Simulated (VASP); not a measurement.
# SiC2 (Fmmm) in VASP: a series of runs

The runs below take SiC2 through single point, relaxation of cell and atoms, with PBE.

All numbers are computed with VASP 6.6.1; they aren't measurements. Logs are shortened: lines on timing, memory, paths and dates and some standing lists are left out, and cuts for length are marked.

**1. The cell of the first run**

It takes space group Fmmm (No. 69, orthorhombic). The conventional cell has a = 4.985 Å, b = 6.592 Å, c = 8.874 Å, α = 90.00°, β = 90.00°, γ = 90.00°. Within 2.4 Å of Si (site symmetry 2mm) lie 2 C at 1.84 Å and 1 Si at 2.15 Å. Within 1.9 Å of C (site symmetry m) lie 2 C at 1.45 to 1.47 Å and 1 Si at 1.84 Å.

**2. Single point, PBE**

INCAR

```
  PREC = Accurate
  ENCUT = 520
  EDIFF = 1E-7
  ISMEAR = 0
  SIGMA = 0.1
  LREAL = False
  LASPH = True
  NELM = 100
  ALGO = Normal
  ISIF = 2
  LWAVE = False
  LCHARG = True
  GGA = PE
  LELF = True
  LVHAR = True
  NBANDS = 21
```

KPOINTS

```
Automatic mesh
0
Gamma
  6 6 6
```

POSCAR

```
SiC2
1.0
    0.0000000000      3.2959086721      4.4367680608
    2.4925432464      0.0000000000      4.4367680608
    2.4925432464      3.2959086721      0.0000000000
Si C
2 4
Direct
    0.2839850434      0.7160149566      0.7160149566
    0.7160149566      0.2839850434      0.2839850434
    0.6607594502      0.9546823863      0.3392405498
    0.0453176137      0.3392405498      0.9546823863
    0.9546823863      0.6607594502      0.0453176137
    0.3392405498      0.0453176137      0.6607594502
```

Potentials or basis: VASP PAW PBE potentials, release 64 (Si, C).

Command:

```bash
$ cat potpaw_PBE.64/Si/POTCAR potpaw_PBE.64/C/POTCAR > POTCAR
$ mpirun -np 1 vasp_std > vasp.out
```

OUTCAR:

```text
PREC = Accurate
   ENCUT = 520
   EDIFF = 1E-7
   ISMEAR = 0
   LREAL = False
   LASPH = True
   NELM = 100
   ISIF = 2
   GGA = PE

 ion  position               nearest neighbor table
   1  0.284  0.716  0.716-   5 1.84   6 1.84   2 2.15   2 2.83
   2  0.716  0.284  0.284-   3 1.84   4 1.84   1 2.15   1 2.83
   3  0.661  0.955  0.339-   6 1.45   5 1.47   2 1.84
   4  0.045  0.339  0.955-   5 1.45   6 1.47   2 1.84
   5  0.955  0.661  0.045-   4 1.45   3 1.47   1 1.84
   6  0.339  0.045  0.661-   3 1.45   4 1.47   1 1.84

  LATTYP: Found a face centered orthorhombic cell.
 ALAT       =     4.9850864928
 B/A-ratio  =     1.3223075174
 C/A-ratio  =     1.7800164820

  Lattice vectors:

 A1 = (   0.0000000000,   3.2959086721,   4.4367680608)
 A2 = (   2.4925432464,   0.0000000000,   4.4367680608)
 A3 = (   2.4925432464,   3.2959086721,   0.0000000000)

Analysis of symmetry for initial positions (statically):
=====================================================================
 Subroutine PRICEL returns:
 Original cell was already a primitive cell.

 Routine SETGRP: Setting up the symmetry group for a
 face centered orthorhombic supercell.

 Subroutine GETGRP returns: Found  8 space group operations
 (whereof  8 operations were pure point group operations)
 out of a pool of  8 trial point group operations.

The static configuration has the point symmetry D_2h.

Analysis of symmetry for dynamics (positions and initial velocities):
=====================================================================
 Subroutine PRICEL returns:
 Original cell was already a primitive cell.

 Routine SETGRP: Setting up the symmetry group for a
 face centered orthorhombic supercell.

 Subroutine GETGRP returns: Found  8 space group operations
 (whereof  8 operations were pure point group operations)
 out of a pool of  8 trial point group operations.

The dynamic configuration has the point symmetry D_2h.

 Subroutine INISYM returns: Found  8 space group operations
 (whereof  8 operations are pure point group operations),
 and found     1 'primitive' translations

----------------------------------------------------------------------------------------

                                     Primitive cell

  volume of cell :      72.8978

  direct lattice vectors                    reciprocal lattice vectors
     0.000000000  3.295908672  4.436768061    -0.200598325  0.151703233  0.112694645
     2.492543246  0.000000000  4.436768061     0.200598325 -0.151703233  0.112694645
     2.492543246  3.295908672  0.000000000     0.200598325  0.151703233 -0.112694645

  length of vectors
     5.527017713  5.088976583  4.132285785     0.275596883  0.275596883  0.275596883

  position of ions in fractional coordinates (direct lattice)
     0.283985043  0.716014957  0.716014957
     0.716014957  0.283985043  0.283985043
     0.660759450  0.954682386  0.339240550
     0.045317614  0.339240550  0.954682386
     0.954682386  0.660759450  0.045317614
     0.339240550  0.045317614  0.660759450

  ion indices of the primitive-cell ions
   primitive index   ion index
                 1           1
                 2           2
                 3           3
                 4           4
                 5           5
                 6           6

----------------------------------------------------------------------------------------

 KPOINTS: Automatic mesh

Automatic generation of k-mesh.
 Grid dimensions read from file:
 generate k-points for:    6    6    6

 Generating k-lattice:

  Cartesian coordinates                     Fractional coordinates (reciprocal lattice)
    -0.033433054  0.025283872  0.018782441     0.166666667 -0.000000000  0.000000000
     0.033433054 -0.025283872  0.018782441    -0.000000000  0.166666667  0.000000000
     0.033433054  0.025283872 -0.018782441     0.000000000  0.000000000  0.166666667

  Length of vectors
     0.045932814  0.045932814  0.045932814

  Shift w.r.t. Gamma in fractional coordinates (k-lattice)
     0.000000000  0.000000000  0.000000000

 Subroutine IBZKPT returns following result:
 ===========================================

 Found     46 irreducible k-points:

 Following reciprocal coordinates:
            Coordinates               Weight
  0.000000  0.000000  0.000000      1.000000
  0.166667  0.000000  0.000000      8.000000
  0.333333  0.000000  0.000000      8.000000
  0.500000 -0.000000  0.000000      4.000000
  0.166667  0.166667  0.000000      2.000000
  0.333333  0.166667  0.000000      8.000000
[... 16 lines left out ...]
 -0.166667  0.166667  0.166667      8.000000
  0.500000  0.333333  0.166667      4.000000
 [... further k-points ...]
   k-points           NKPTS =     46   k-points in BZ     NKDIM =     46   number of bands    NBANDS=     21
   number of dos      NEDOS =    301   number of ions     NIONS =      6
   total plane-waves  NPLWV =  53760
   dimension x,y,z NGX =    42 NGY =   40 NGZ =   32
   dimension x,y,z NGXF=    84 NGYF=   80 NGZF=   64
   ions per type =               2   4
   NGX,Y,Z   is equivalent  to a cutoff of  12.63, 13.07, 12.87 a.u.
   NGXF,Y,Z  is equivalent  to a cutoff of  25.27, 26.13, 25.75 a.u.
 SYSTEM =  unknown system
   PREC   = accura    normal or accurate (medium, high low for compatibility)
   ISTART =      0    job   : 0-new  1-cont  2-samecut
   ICHARG =      2    charge: 1-file 2-atom 10-const
   ISPIN  =      1    spin polarized calculation?
   LNONCOLLINEAR =      F non collinear calculations
   LSORBIT =      F    spin-orbit coupling
   LASPH  =      T    aspherical Exc in radial PAW
   ENCUT  =  520.0 eV  38.22 Ry    6.18 a.u.  10.28  9.46  7.68*2*pi/ulx,y,z
   NELM   =    100;   NELMIN=  2; NELMDL= -5     # of ELM steps
   EDIFF  = 0.1E-06   stopping-criterion for ELM
   LREAL  =      F    real-space projection
   EDIFFG = 0.1E-05   stopping-criterion for IOM
   NSW    =      0    number of steps for IOM
   IBRION =     -1    ionic relax: 0-MD 1-quasi-New 2-CG
   NFREE  =      0    steps in history (QN), initial steepest desc. (CG)
   ISIF   =      2    stress and relaxation
   ISYM   =      2    0-nonsym 1-usesym 2-fastsym
   POTIM  = 0.5000    time-step for ionic-motion
   TEBEG  =    0.0;   TEEND  =   0.0 temperature during run
   PSTRESS=    0.0 pullay stress
   NELECT =      24.0000    total number of electrons
   NUPDOWN=      -1.0000    fix difference up-down
   EMIN   =  10.00;   EMAX   =-10.00  energy-range for DOS
   EFERMI =   0.00;   METHOD = LEGACY
   ISMEAR =     0;   SIGMA  =   0.10  broadening in eV -4-tet -1-fermi 0-gaus
   EFERMI_NEDOS =   21; number of points for ismear=-14 and -15
   IALGO  =     38    algorithm
   IMIX   =      4    mixing-type and parameters
     AMIX     =   0.40;   BMIX     =  1.00
     AMIX_MAG =   1.60;   BMIX_MAG =  1.00
  volume/ion in A,a.u.               =      12.15        81.99
  Fermi-wavevector in a.u.,A,eV,Ry     =   1.130421  2.136187 17.386240  1.277853
  Thomas-Fermi vector in A             =   2.267118
   LORBIT       =      0    0 simple, 1 ext, 2 COOP (PROOUT), +10 PAW based schemes
   GGA     = PE    functional components
   LHFCALC =     F    Hartree Fock is set to
   AEXX    =    0.0000 exact exchange contribution
   IVDW    =     0    specifies the selected vdW correction
   LEPSILON=     F    determine dielectric tensor
   LRPA    =     F    only Hartree local field effects (RPA)
 non-spin polarized calculation
 Gauss-broadening in eV      SIGMA  =   0.10
  energy-cutoff  :      520.00
  volume of cell :       72.90
 maximum number of plane-waves:      1974
 NGX is ok and might be reduce to    42
   NGX = 21   NGY = 19   NGZ = 15

 number of electron      24.0000000 magnetization

 Free energy of the ion-electron system (eV)
  ---------------------------------------------------
  ext. energy  EPLUGINS =         0.00000000
  ---------------------------------------------------
  free energy    TOTEN  =       -43.88019309 eV

  energy without entropy =      -43.87861564  energy(sigma->0) =      -43.87940436

 E-fermi :   5.5056     XC(G=0): -10.0957

 val. band max:        5.4821664740   @ k =  -0.1667   0.3333   0.5000
 cond. band min:       5.5599833980   @ k =  -0.3333   0.5000   0.1667
 fundamental gap:      0.0778169241
 Fermi energy:         5.5056352016

 k-point     1 :       0.0000    0.0000    0.0000
  band No.  band energies     occupation
      1     -11.5021      2.00000
      2      -7.2711      2.00000
      3      -6.9507      2.00000
      4      -3.9811      2.00000
      5      -2.4137      2.00000
      6      -2.3234      2.00000
[... 13 lines left out ...]
     20      12.3268      0.00000
     21      13.8928      0.00000

 k-point     2 :       0.1667    0.0000    0.0000
  band No.  band energies     occupation
      1     -11.3302      2.00000
      2      -8.1346      2.00000
      3      -6.2321      2.00000
      4      -3.9704      2.00000
      5      -3.4517      2.00000
      6      -1.9387      2.00000
[... 13 lines left out ...]
     20      12.9637      0.00000
     21      13.5015      0.00000

 k-point     3 :       0.3333    0.0000    0.0000
  band No.  band energies     occupation
      1     -10.8382      2.00000
      2      -9.1297      2.00000
      3      -5.7304      2.00000
      4      -4.6401      2.00000
      5      -3.1242      2.00000
      6      -1.1970      2.00000
[... 13 lines left out ...]
     20      13.4227      0.00000
     21      14.0378      0.00000

 k-point     4 :       0.5000   -0.0000    0.0000
  band No.  band energies     occupation
      1     -10.2092      2.00000
      2      -9.9266      2.00000
      3      -5.3460      2.00000
      4      -5.2739      2.00000
      5      -2.2369      2.00000
      6      -1.6508      2.00000
[... 13 lines left out ...]
     20      13.8192      0.00000
     21      14.8206      0.00000

 k-point     5 :       0.1667    0.1667    0.0000
  band No.  band energies     occupation
      1     -11.3962      2.00000
      2      -7.5881      2.00000
      3      -7.0259      2.00000
      4      -4.3492      2.00000
      5      -2.5451      2.00000
      6      -1.9849      2.00000
[... 13 lines left out ...]
     20      12.4228      0.00000
     21      13.1029      0.00000

 k-point     6 :       0.3333    0.1667    0.0000
  band No.  band energies     occupation
      1     -11.1362      2.00000
      2      -8.4056      2.00000
      3      -6.7633      2.00000
      4      -4.1660      2.00000
      5      -3.1503      2.00000
      6      -1.1741      2.00000
[... 13 lines left out ...]
     20      12.7020      0.00000
     21      13.2708      0.00000

 k-point     7 :       0.5000    0.1667    0.0000
  band No.  band energies     occupation
      1     -10.6009      2.00000
      2      -9.3637      2.00000
      3      -6.5189      2.00000
      4      -3.8550      2.00000
      5      -3.1947      2.00000
      6      -1.0139      2.00000
[... 13 lines left out ...]
     20      13.9674      0.00000
     21      14.4784      0.00000
[... 291 lines left out ...]
      1     -11.2955      2.00000
      2      -7.5729      2.00000
      3      -7.1082      2.00000
      4      -4.2526      2.00000
      5      -2.5797      2.00000
      6      -2.1673      2.00000
[... 13 lines left out ...]
     20      12.4996      0.00000
     21      13.6240      0.00000

 k-point    21 :       0.5000    0.1667    0.1667
  band No.  band energies     occupation
      1     -10.9656      2.00000
      2      -8.4789      2.00000
      3      -6.7347      2.00000
      4      -4.0616      2.00000
      5      -3.3216      2.00000
      6      -1.3035      2.00000
[... 13 lines left out ...]
     20      13.3959      0.00000
     21      13.6528      0.00000

 k-point    22 :      -0.3333    0.1667    0.1667
  band No.  band energies     occupation
      1     -10.4174      2.00000
      2      -9.5099      2.00000
      3      -6.3244      2.00000
      4      -4.0279      2.00000
      5      -3.1241      2.00000
      6      -1.2120      2.00000
[... 13 lines left out ...]
     20      14.1969      0.00000
     21      15.2173      0.00000

 k-point    23 :      -0.1667    0.1667    0.1667
  band No.  band energies     occupation
      1     -10.4209      2.00000
      2      -9.6991      2.00000
      3      -5.7155      2.00000
      4      -4.5416      2.00000
      5      -2.5180      2.00000
      6      -1.6682      2.00000
[... 13 lines left out ...]
     20      13.8315      0.00000
     21      14.8808      0.00000

 k-point    24 :       0.5000    0.3333    0.1667
  band No.  band energies     occupation
      1     -11.0475      2.00000
      2      -8.1587      2.00000
      3      -7.2526      2.00000
      4      -4.7596      2.00000
      5      -2.1978      2.00000
      6      -1.2655      2.00000
[... 13 lines left out ...]
     20      12.7503      0.00000
     21      13.2192      0.00000

 [... further k-points ...]
[... 5 lines left out ...]
  --------------------------------------------------------------------------------------
  -------------------------------------------------------------------------------------
  Total        0.0426780     -0.0012511      0.1421293      0.0000000      0.0000000      0.0000000
  in kB        0.9379931     -0.0274969      3.1237744      0.0000000      0.0000000      0.0000000
  external PRESSURE =       1.3447569 kB  Pullay stress =       0.0000000 kB

 VOLUME and BASIS-vectors are now :
 -----------------------------------------------------------------------------
  energy-cutoff  :      520.00
  volume of cell :       72.90
      direct lattice vectors                 reciprocal lattice vectors
     0.000000000  3.295908672  4.436768061    -0.200598325  0.151703233  0.112694645
     2.492543246  0.000000000  4.436768061     0.200598325 -0.151703233  0.112694645
     2.492543246  3.295908672  0.000000000     0.200598325  0.151703233 -0.112694645

 POSITION                                       TOTAL-FORCE (eV/Angst)
 -----------------------------------------------------------------------------------
      3.56940      3.29591      4.43677        -0.044034      0.000000     -0.000000
      1.41569      3.29591      4.43677         0.044034      0.000000     -0.000000
      3.22516      3.29591      7.16734        -0.017735      0.000000     -0.002370
      3.22516      3.29591      1.70620        -0.017735      0.000000      0.002370
      1.75993      3.29591      7.16734         0.017735      0.000000     -0.002370
      1.75993      3.29591      1.70620         0.017735      0.000000      0.002370
 -----------------------------------------------------------------------------------
    total drift:                                0.000000      0.000000     -0.000000

  FREE ENERGIE OF THE ION-ELECTRON SYSTEM (eV)
  ---------------------------------------------------
  free  energy   TOTEN  =       -43.8801930880 eV

  energy  without entropy=      -43.8786156399  energy(sigma->0) =      -43.87940436
```

Run time: 36 s. Hardware: 1 thread of Intel Xeon 6975P-C (Granite Rapids), shared host; peak memory 0.24 GiB.

Results:

```
Free energy            : -43.8802 eV
Pressure               : 0.1 GPa
Largest force          : 0.044 eV/Å
Band gap on the k mesh : zero (band 12 reaches 5.67 eV, above the bottom of band 13 at 5.27 eV)
```

Forces on the atoms (eV/Å):
```
Si  -0.044  0.000  0.000
Si   0.044  0.000  0.000
C   -0.018  0.000 -0.002
C   -0.018  0.000  0.002
C    0.018  0.000 -0.002
C    0.018  0.000  0.002
```

**3. Relaxation of cell and atoms, PBE**

This run uses another cell than the first one, of 13.61 Å³/atom, 1.120 times its volume.

INCAR

```
SYSTEM = SiC2
  PREC = Accurate
  ENCUT = 600
  EDIFF = 1E-6
  ISMEAR = 0
  SIGMA = 0.1
  LREAL = .FALSE.
  LASPH = .TRUE.
  NELM = 100
  ALGO = Normal
  ISIF = 3
  LWAVE = .FALSE.
  LCHARG = .FALSE.
  GGA = PE
  IBRION = 2
  NSW = 90
  EDIFFG = -0.04
```

KPOINTS

```
Automatic mesh
0
G
  4 4 4
  0 0 0
```

POSCAR

```
SiC2
1.0
    0.0000000000      3.8797232100      4.2690862100
    2.4648063000      0.0000000000      4.2690862100
    2.4648063000      3.8797232100      0.0000000000
Si C
2 4
Direct
    0.3333299900      0.6666700100      0.6666700100
    0.6666700100      0.3333299900      0.3333299900
    0.6666633200      0.0000033400      0.3333366800
    0.9999966600      0.3333366800      0.0000033400
    0.0000033400      0.6666633200      0.9999966600
    0.3333366800      0.9999966600      0.6666633200
```

Potentials or basis: VASP PAW PBE potentials, release 64 (Si, C).

Command:

```bash
$ cat potpaw_PBE.64/Si/POTCAR potpaw_PBE.64/C/POTCAR > POTCAR
$ mpirun -np 1 vasp_std > vasp.out
```

Wall time 5.5 min (1 thread of Intel Xeon 6975P-C (Granite Rapids), shared host); peak memory 0.28 GiB.

The run converged. Its results:

- Free energy: -43.9180 eV
- Relaxed volume: 11.93 Å³/atom
- Relaxed cell: a = 5.491 Å, b = 5.089 Å, c = 4.086 Å, α = 72.60°, β = 62.17°, γ = 45.23°
- Space group after relaxing (to 0.05 Å): Fmmm (No. 69)
- Energy gained by relaxing: 1441.7 meV/atom
- Ionic steps: 36
- Pressure after relaxing: 0.0 GPa
- Largest force after relaxing: 0.009 eV/Å
- Band gap on the k mesh: zero (band 12 reaches 5.86 eV, above the bottom of band 13 at 5.49 eV)

Forces on the atoms (eV/Å):
```
Si  -0.009  0.000  0.000
Si   0.009  0.000  0.000
C    0.004  0.000 -0.002
C    0.004  0.000  0.002
C   -0.004  0.000 -0.002
C   -0.004  0.000  0.002
```

Stress tensor (GPa, compression positive):
```
 0.08  0.00  0.00
 0.00 -0.04  0.00
 0.00  0.00  0.06
```

Step by step:
| step | energy change (eV) | largest force (eV/Å) | pressure (GPa) | volume (Å³) |
| --- | --- | --- | --- | --- |
| 1 | 0.0000 | 21.9065 | 36.63 | 81.65 |
| 2 | 10.2932 | 37.2685 | 7.87 | 122.06 |
| 3 | -4.0227 | 5.9273 | -8.90 | 96.64 |
| 4 | -4.6271 | 6.6534 | -7.24 | 94.55 |
| 5 | -5.9963 | 7.2588 | 2.75 | 88.00 |
| 6 | -6.0122 | 8.0250 | 10.17 | 85.15 |
| 7 | -6.0721 | 7.2838 | 6.14 | 86.57 |
| 8 | -4.2750 | 7.3430 | -4.69 | 99.84 |
| 9 | -6.2048 | 4.4642 | -12.25 | 95.70 |
| 10 | -7.4824 | 3.1591 | -13.43 | 92.87 |
| 11 | -8.0971 | 2.8152 | -9.53 | 89.71 |
| 12 | -8.1049 | 2.5452 | -10.39 | 90.08 |
| 13 | -8.2589 | 1.9108 | 11.81 | 81.47 |
| 14 | -8.5346 | 0.6275 | 0.54 | 85.00 |
| 15 | -8.5348 | 0.5718 | 0.81 | 84.90 |
| 16 | -8.5495 | 0.4688 | -0.80 | 85.14 |
| 17 | -8.5546 | 0.2624 | -0.29 | 85.06 |
| 18 | -8.5589 | 0.1095 | -0.85 | 84.90 |
| 19 | -8.5590 | 0.0849 | -0.77 | 84.93 |
| 20 | -8.5622 | 0.0986 | -0.37 | 84.38 |
| 21 | -8.5649 | 0.2034 | 0.38 | 83.42 |
| 22 | -8.5662 | 0.1989 | 0.39 | 83.28 |
| 23 | -8.5702 | 0.1865 | 0.42 | 82.84 |
| 24 | -8.5785 | 0.1625 | 0.49 | 81.97 |
| 25 | -8.5952 | 0.1052 | 0.66 | 80.24 |
| 26 | -8.6227 | 0.1464 | 1.14 | 76.77 |
| 27 | -8.6284 | 0.4987 | 2.99 | 69.84 |
| 28 | -8.6345 | 0.3035 | 1.81 | 73.58 |
| 29 | -8.6440 | 0.1842 | 0.67 | 72.97 |
| 30 | -8.6473 | 0.0471 | -1.33 | 71.79 |
| 31 | -8.6490 | 0.0360 | -0.61 | 72.22 |
| 32 | -8.6490 | 0.0413 | -0.57 | 72.25 |
| 33 | -8.6499 | 0.0313 | -0.35 | 71.99 |
| 34 | -8.6502 | 0.0555 | -0.11 | 71.72 |
| 35 | -8.6503 | 0.0585 | -0.08 | 71.67 |
| 36 | -8.6504 | 0.0095 | 0.03 | 71.60 |

Final structure:
```
Si C
1.0
     0.00000    3.23665    4.43622
     2.49330    0.00000    4.43622
     2.49330    3.23665    0.00000
Si C
2 4
Direct
  0.28379 0.71621 0.71621
  0.71621 0.28379 0.28379
  0.66091 0.95456 0.33909
  0.04544 0.33909 0.95456
  0.95456 0.66091 0.04544
  0.33909 0.04544 0.66091
```

Levels at points of the mesh, in eV from the Fermi level:
| k point | band 9 | band 10 | band 11 | band 12 | band 13 | band 14 | band 15 | band 16 |
| --- | --- | --- | --- | --- | --- | --- | --- | --- |
| (0.00, 0.00, 0.00) | -2.85 | -1.83 | -1.31 | -0.94 | -0.35 | 2.11 | 3.05 | 5.37 |
| (0.50, 0.00, 0.00) | -4.48 | -3.98 | -2.39 | -1.18 | 0.88 | 2.85 | 3.93 | 3.97 |
| (0.50, 0.50, 0.00) | -3.75 | -3.50 | -2.85 | -1.70 | 0.38 | 1.52 | 3.21 | 3.74 |
| (0.50, 0.00, 0.50) | -3.26 | -1.57 | -1.18 | -1.11 | 0.23 | 3.29 | 3.96 | 4.96 |
| (0.00, 0.50, 0.50) | -4.83 | -4.25 | -3.19 | -0.14 | 1.51 | 1.52 | 3.72 | 5.15 |

Caveat: the k points lie up to 0.44 Å⁻¹ apart in the final cell.

(Continued in part 2 of 2.)
